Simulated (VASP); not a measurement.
A run of VASP 6.6.1 is set up as follows.

File INCAR:

```
PREC = Accurate
ENCUT = 520
EDIFF = 1E-6
ISMEAR = 0
SIGMA = 0.1
LREAL = False
LASPH = True
NELM = 60
ALGO = Normal
ISIF = 2
LWAVE = False
LCHARG = False
GGA = PE
NBANDS = 19
```

File KPOINTS:

```
Automatic mesh
0
Gamma
  4 4 4
```

Contents of POSCAR:

```
HfSi3
1.0
    0.0000000000      3.2402073931      3.2402073931
    3.2402073931      0.0000000000      3.2402073931
    3.2402073931      3.2402073931      0.0000000000
Hf Si
1 3
Direct
    0.5000000000      0.5000000000      0.5000000000
    0.0000000000      0.0000000000      0.0000000000
    0.7500000000      0.7500000000      0.7500000000
    0.2500000000      0.2500000000      0.2500000000
```

Potentials or basis: VASP PAW PBE potentials, release 64 (Hf_pv, Si).

Launch:

```bash
$ cat potpaw_PBE.64/Hf_pv/POTCAR potpaw_PBE.64/Si/POTCAR > POTCAR
$ mpirun -np 1 vasp_std > vasp.out
```

Q: Estimate the pressure.

A: -0.5 GPa.

Q: Predict the band gap on the k mesh.

A: Zero (band 11 reaches 8.12 eV, above the bottom of band 12 at 6.18 eV).

Caveat: the k points lie up to 0.42 Å⁻¹ apart; spin-orbit coupling is left out, which moves the levels of the heavy elements.
